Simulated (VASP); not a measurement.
Here is a VASP 6.6.1 calculation.

The input INCAR:

```
ALGO = Normal ; EDIFF = 1E-7
EDIFFG = -0.08 ; ENCUT = 600
GGA = PE ; GGA_COMPAT = False
IBRION = 2 ; ISIF = 3
ISMEAR = 0 ; LASPH = True
LCHARG = False ; LMAXMIX = 6
LREAL = False ; LWAVE = False
NELM = 200 ; NELMIN = 4
NSW = 36 ; PREC = Accurate
SIGMA = 0.2
```

File KPOINTS:

```
k-points
0
Gamma
  9 9 3
```

POSCAR

```
ErBe
1.0
    2.5146158800      0.0000000000      0.0000000000
   -1.2573079400      2.1777212400      0.0000000000
    0.0000000000      0.0000000000      6.1904996300
Er Be
1 1
Direct
    0.0000000000      0.0000000000      0.3516698700
    0.0000000000      0.0000000000      0.9311886700
```

Potentials or basis: VASP PAW PBE potentials, release 64 (Er_3, Be), 4f in core.

Run with:

```bash
$ cat potpaw_PBE.64/Er_3/POTCAR potpaw_PBE.64/Be/POTCAR > POTCAR
$ mpirun -np 1 vasp_std > vasp.out
```

(1) What does it give for the band gap on the k mesh?

(2) Estimate the relaxed volume.

(3) What does it give for the space group after relaxing (to 0.1 Å)?

(4) What does it give for the relaxed cell?

Results:

(1) zero (an odd number of electrons rules out a gap without spin polarisation).

(2) 22.85 Å³/atom.

(3) P6/mmm (No. 191).

(4) a = 3.049 Å, b = 3.049 Å, c = 5.677 Å, α = 90.00°, β = 90.00°, γ = 120.00°.

Caveat: the volume moved by over 15 % at a fixed basis, so the end points are rough; spin-orbit coupling is left out, which moves the levels of the heavy elements; the 4f electrons are frozen in the core, so they carry no moment and show no levels.
